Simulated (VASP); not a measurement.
Set up this calculation in VASP 6.6.1, as the native input.

* Task: single point
* Functional: PBE
* Potentials or basis: VASP PAW PBE potentials, release 64 (Zn, Ru_pv, C, N)
* Cutoff: 520 eV
* k mesh: 4 × 4 × 4
* Occupations: gaussian, width 0.1 eV
* Spin: collinear spin, ferromagnetic start
* Starting moments: [0.0, 1.0, 0.0, 0.0, 0.0, 0.0, 0.0, 0.0, 0.0, 0.0] μB
* Dipole correction: no
* Further INCAR settings: ALGO = Normal; EDIFF = 1e-06; NBANDS = 46

The structure of ZnRuC4N4 lies in POSCAR:

```
ZnRuC4N4
1.0
    5.8566411300      0.0000000000      0.0000000000
    0.0000000000      5.8566411300      0.0000000000
    0.0000000000      0.0000000000      5.8566411300
Zn Ru C N
1 1 4 4
Direct
    0.0000000000      0.0000000000      0.0000000000
    0.5000000000      0.5000000000      0.5000000000
    0.1889787100      0.1889787100      0.1889787100
    0.1889787100      0.8110212900      0.8110212900
    0.8110212900      0.1889787100      0.8110212900
    0.8110212900      0.8110212900      0.1889787100
    0.3043178200      0.3043178200      0.3043178200
    0.3043178200      0.6956821800      0.6956821800
    0.6956821800      0.3043178200      0.6956821800
    0.6956821800      0.6956821800      0.3043178200
```

One way to write it, as run:

INCAR

```
ALGO     = Normal         # electronic algorithm
EDIFF    = 1E-6           # SCF threshold, eV
ENCUT    = 520            # plane-wave cutoff, eV
GGA      = PE             # functional
ISIF     = 2              # what is computed and relaxed
ISMEAR   = 0              # smearing method
ISPIN    = 2              # spin polarisation
LASPH    = True           # aspherical terms in the spheres
LCHARG   = False          # write CHGCAR
LMAXMIX  = 4              # l up to which the mixer works
LORBIT   = 11             # projections on sites
LREAL    = False          # projectors in reciprocal space
LWAVE    = False          # write WAVECAR
MAGMOM   = 0 1 0 0 0 0 0 0 0 0 # initial moments
NBANDS   = 46             # bands
NELM     = 150            # most SCF steps
PREC     = Accurate       # precision mode
SIGMA    = 0.1            # smearing width, eV
```

KPOINTS

```
k-points
0
Gamma
  4 4 4
```

Potentials or basis: VASP PAW PBE potentials, release 64 (Zn, Ru_pv, C, N).

Launch:

```console
$ cat potpaw_PBE.64/Zn/POTCAR potpaw_PBE.64/Ru_pv/POTCAR potpaw_PBE.64/C/POTCAR potpaw_PBE.64/N/POTCAR > POTCAR
$ mpirun -np 1 vasp_std > vasp.out
```

It gave:

| Quantity | Value |
| --- | --- |
| Pressure | 3.2 GPa |
| Largest force | 0.611 eV/Å |
| Band gap on the k mesh | zero (filled and empty bands overlap) |
| Net moment | 2.00 μB per cell |
| Site moments | Zn +0.01; Ru +1.33; C +0.05; N +0.01 μB |
| Valence electrons inside the program's atomic spheres | Zn 11.21; Ru 12.48; C 2.59; N 3.90 |

Caveat: the cell stands under pressure.

It took 10 min on 1 thread of Intel Xeon 8259CL, with other jobs on the host, peak memory 0.49 GiB.
